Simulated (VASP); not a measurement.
**InPd: single point with r2SCAN**

The system is InPd.

```
In Pd
1.0
     3.24993    0.00000    0.00000
     0.00000    3.24993    0.00000
     0.00000    0.00000    3.24993
In Pd
1 1
Direct
  0.00000 0.00000 0.00000
  0.50000 0.50000 0.50000
```

```json
{
  "Program": "VASP 6.6.1",
  "Task": "single point",
  "Functional": "r2SCAN",
  "Potentials or basis": "VASP PAW PBE potentials, release 64 (In_d, Pd)",
  "Cutoff": "520 eV",
  "k mesh": "8 × 8 × 8",
  "Occupations": "fermi-dirac, width 0.05 eV",
  "Spin": "no spin polarisation",
  "Dipole correction": "no",
  "Further INCAR settings": "ALGO = Normal; EDIFF = 1e-07; NBANDS = 18"
}
```

- Pressure: 2.8 GPa

Levels at points of the mesh, in eV from the Fermi level:
```csv
k point,band 8,band 9,band 10,band 11,band 12,band 13,band 14,band 15,band 16,band 17
"(0.00, 0.00, 0.00)",-4.02,-2.34,-2.34,-2.34,4.64,4.64,4.64,10.49,11.12,11.12
"(0.50, 0.00, 0.00)",-4.00,-3.40,-3.40,-2.42,-1.11,10.36,10.38,10.38,11.43,11.43
"(0.50, 0.50, 0.00)",-2.79,-2.79,-2.42,-2.42,-1.75,1.83,2.78,10.36,12.08,12.08
"(0.50, 0.50, 0.50)",-5.14,-1.71,-1.71,0.43,4.07,4.07,4.07,4.76,4.76,4.76
```

It took 41 s on 1 thread of Intel(R) Xeon(R) Platinum 8488C (Sapphire Rapids), with other jobs on the host, peak memory 0.16 GiB.

Caveat: the PAW data sets were made with another functional, which shifts forces and pressure a little; spin-orbit coupling is left out, which moves the levels of the heavy elements.
